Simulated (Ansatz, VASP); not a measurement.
**InSb: VASP beside Ansatz**

Contents of INCAR:

```
SYSTEM = InSb
ALGO     = Normal         ! electronic algorithm
EDIFF    = 1E-6           ! SCF threshold, eV
ENCUT    = 520            ! plane-wave cutoff, eV
GGA      = PE             ! functional
ISIF     = 2              ! what is computed and relaxed
ISMEAR   = -1             ! smearing method
LASPH    = .TRUE.         ! aspherical terms in the spheres
LCHARG   = .FALSE.        ! write CHGCAR
LREAL    = .FALSE.        ! projectors in reciprocal space
LWAVE    = .FALSE.        ! write WAVECAR
NBANDS   = 16             ! bands
NELM     = 100            ! most SCF steps
PREC     = Accurate       ! precision mode
SIGMA    = 0.05           ! smearing width, eV
```

KPOINTS

```
k-points
0
G
  11 11 11
  0 0 0
```

The input POSCAR:

```
InSb
1.0
    0.0000000000      2.9467361237      2.9467361237
    2.9467361237      0.0000000000      2.9467361237
    2.9467361237      2.9467361237      0.0000000000
In Sb
1 1
Direct
    0.0000000000      0.0000000000      0.0000000000
    0.5000000000      0.5000000000      0.5000000000
```

Input for Ansatz:

```yaml
crystal:
  lattice:
    - [0.0, 2.9467361237, 2.9467361237]
    - [2.9467361237, 0.0, 2.9467361237]
    - [2.9467361237, 2.9467361237, 0.0]
  atoms:
    - { symbol: In, position: [0.0, 0.0, 0.0] }
    - { symbol: Sb, position: [0.5, 0.5, 0.5] }
kpoints:
  mp_grid: { grid: [11, 11, 11] }
scf:
  occupations: { method: fermi_dirac, width: 0.05 }
hamiltonian:
  xc: pbe
  pseudopotentials: { kind: all_electron, lapw: { basis_error: 0.001 } }
output:
  forces: true
  stress: true
  eigenvalues: true
  populations: true
```

Change from the starting cell: volume scaled by 0.88, LAPW.

Alike in both runs: task single point; functional PBE; k mesh 11 × 11 × 11; occupations fermi-dirac, width 0.05 eV; no spin polarisation.

|  | VASP | Ansatz |
| --- | --- | --- |
| version | VASP 6.6.1 | Ansatz 0.2.0 |
| potentials or method | VASP PAW PBE potentials, release 64 (In_d, Sb), cutoff 520 eV | all-electron LAPW, scalar-relativistic |

```tsv
	VASP	Ansatz	Ansatz less VASP
pressure (GPa)	8.2	8.3	+0.02
```

Ansatz ran all-electron here, and VASP with PAW potentials.

Neither program's run includes spin-orbit coupling.
